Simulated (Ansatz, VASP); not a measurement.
One calculation of Ga2Ge2O3, two programs

```xyz
7
Lattice="2.7830 -3.6896 0.0000 2.7830 3.6896 0.0000 0.0000 0.0000 5.5447" Properties=species:S:1:pos:R:3 pbc="T T T"
Ga    2.7830    1.5843    2.4473
Ga    2.7830   -1.5843    2.4473
Ge    1.6631    0.0000    0.3922
Ge    3.9029    0.0000    0.3922
O     1.3915    1.8448    3.6155
O     1.3915   -1.8448    3.6155
O     0.0000    0.0000    4.8295
```

Alike in both runs: task relaxation of cell and atoms; functional PBE; k mesh 3 × 3 × 2; occupations gaussian, width 0.15 eV; no spin polarisation.

|  | VASP | Ansatz |
| --- | --- | --- |
| version | VASP 6.6.1 | Ansatz 0.2.0 |
| potentials or method | VASP PAW PBE potentials, release 64 (Ga_d, Ge_d, O), cutoff 600 eV | scalar-relativistic, plane waves, PAW |
| valence electrons in the cell | 72 | 72 |

Ansatz gave:

```
gap on the k mesh at the Fermi level, each at its own relaxed structure (eV) : 0.43
relaxed volume (Å³/atom)                                                     : 14.70
relaxed cell length with the largest relative difference (Å)                 : 4.721
```

What did VASP give for the same quantities?

gap on the k mesh at the Fermi level, each at its own relaxed structure (eV): 0.37; relaxed volume (Å³/atom): 14.56; relaxed cell length with the largest relative difference (Å): 4.694.

The k mesh is coarse, so the values compare programs but aren't converged.
